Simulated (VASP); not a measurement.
Write the native input for VASP 6.6.1 that does the following.

| Property | Result |
| --- | --- |
| Task | relaxation of cell and atoms |
| Functional | PBE |
| Potentials or basis | VASP PAW PBE potentials, release 64 (Ti_sv, B) |
| Cutoff | 600 eV |
| k mesh | 10 × 10 × 8 |
| Occupations | fermi-dirac, width 0.05 eV |
| Spin | no spin polarisation |
| Hubbard terms | Ti d U = 3.0 eV |
| Dipole correction | no |
| Further INCAR settings | ALGO = Normal; EDIFF = 1e-06; IBRION = 2; EDIFFG = -0.01; NSW = 60; ISIF = 3 |

The structure of TiB2 lies in POSCAR:

```
TiB2
1.0
    3.0292000000      0.0000000000      0.0000000000
   -1.5146000000      2.6233641531      0.0000000000
    0.0000000000      0.0000000000      3.2284000000
Ti B
1 2
Direct
    0.0000000000      0.0000000000      0.0000000000
    0.6666666667      0.3333333333      0.5000000000
    0.3333333333      0.6666666667      0.5000000000
```

One way to write it, as run:

INCAR

```
SYSTEM = TiB2
PREC     = Accurate       ! precision mode
ENCUT    = 600            ! plane-wave cutoff, eV
EDIFF    = 1E-6           ! SCF threshold, eV
ISMEAR   = -1             ! smearing method
SIGMA    = 0.05           ! smearing width, eV
LREAL    = .False.        ! projectors in reciprocal space
LASPH    = .True.         ! aspherical terms in the spheres
NELM     = 150            ! most SCF steps
ALGO     = Normal         ! electronic algorithm
ISIF     = 3              ! what is computed and relaxed
LWAVE    = .False.        ! write WAVECAR
LCHARG   = .False.        ! write CHGCAR
LMAXMIX  = 4              ! l up to which the mixer works
LDAU     = .True.         ! DFT+U
LDAUTYPE = 2            
LDAUL    = 2 -1           ! shell
LDAUU    = 3 0            ! U, eV
LDAUJ    = 0 0          
LDAUPRINT= 1            
GGA      = PE             ! functional
IBRION   = 2              ! ionic algorithm
NSW      = 60             ! ionic steps
EDIFFG   = -0.01          ! ionic threshold
```

KPOINTS

```
regular mesh
0
Gamma
  10 10 8
  0 0 0
```

Potentials or basis: VASP PAW PBE potentials, release 64 (Ti_sv, B).

Launch:

```console
$ cat potpaw_PBE.64/Ti_sv/POTCAR potpaw_PBE.64/B/POTCAR > POTCAR
$ mpirun -np 1 vasp_std > vasp.out
```

It gave:

```
Relaxed volume                        : 8.78 Å³/atom
Relaxed cell                          : a = 3.046 Å, b = 3.046 Å, c = 3.277 Å, α = 90.00°, β = 90.00°, γ = 120.00°
Space group after relaxing (to 0.1 Å) : P6/mmm (No. 191)
Energy gained by relaxing             : 4.8 meV/atom
Ionic steps                           : 4
Pressure after relaxing               : 0.0 GPa
Band gap on the k mesh                : zero (bands 9 and 10 overlap by 0.44 eV)
```

Caveat: U without spin polarisation on a metal has little footing; the U is typed as a test and isn't derived for this compound.

Wall time 56 s on 1 thread of Intel(R) Xeon(R) Platinum 8488C (Sapphire Rapids), on a shared host, peak memory 0.17 GiB.
